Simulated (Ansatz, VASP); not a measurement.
## Ta2W3: VASP beside Ansatz

```
CELL_PARAMETERS angstrom
1.61462 -2.29422 0.00076
4.83781 2.28976 -0.00063
1.61357 -0.00509 11.37722
ATOMIC_POSITIONS crystal
Ta 0.19955 0.19958 0.20156
Ta 0.69973 0.69959 0.20159
Ta 0.30053 0.30041 0.79842
Ta 0.80035 0.80038 0.79842
W 0.39902 0.39905 0.40367
W 0.89920 0.89912 0.40370
W 0.10104 0.10093 0.59634
W 0.60093 0.60091 0.59631
W 0.99978 0.00000 0.99999
W 0.49987 0.50002 0.00001
```

Change from the starting cell: cell x2, atoms moved at random (sigma 0.1 Å) and cell strained at random (1.5 %), then relaxed without symmetry.

Alike in both runs: functional PBE; k mesh 8 × 4 × 2; occupations gaussian, width 0.2 eV; no spin polarisation.

Ansatz relaxed the structure, and its values are those at the end. VASP's run is a single point on that final structure, the one shown.

|  | VASP | Ansatz |
| --- | --- | --- |
| version | VASP 6.6.1 | Ansatz 0.2.0 |
| potentials or method | VASP PAW PBE potentials, release 64 (Ta_pv, W_sv), cutoff 520 eV | scalar-relativistic, plane waves, PAW |
| valence electrons in the cell | 128 | 136 |

Ansatz gave:

* gap on the k mesh at the Fermi level (eV): none
* pressure (GPa): 0.0
* rms of the force components (eV/Å): 0.006

Question: Estimate VASP's values.

Answer: gap on the k mesh at the Fermi level (eV): none; pressure (GPa): 0.3; rms of the force components (eV/Å): 0.010.

A gap of «none» marks a metal or a gap that the smearing closes. VASP's potentials hold 128 valence electrons a cell and Ansatz's 136, so a difference there can come from the potentials and not from the codes.

Spin-orbit coupling is off throughout.
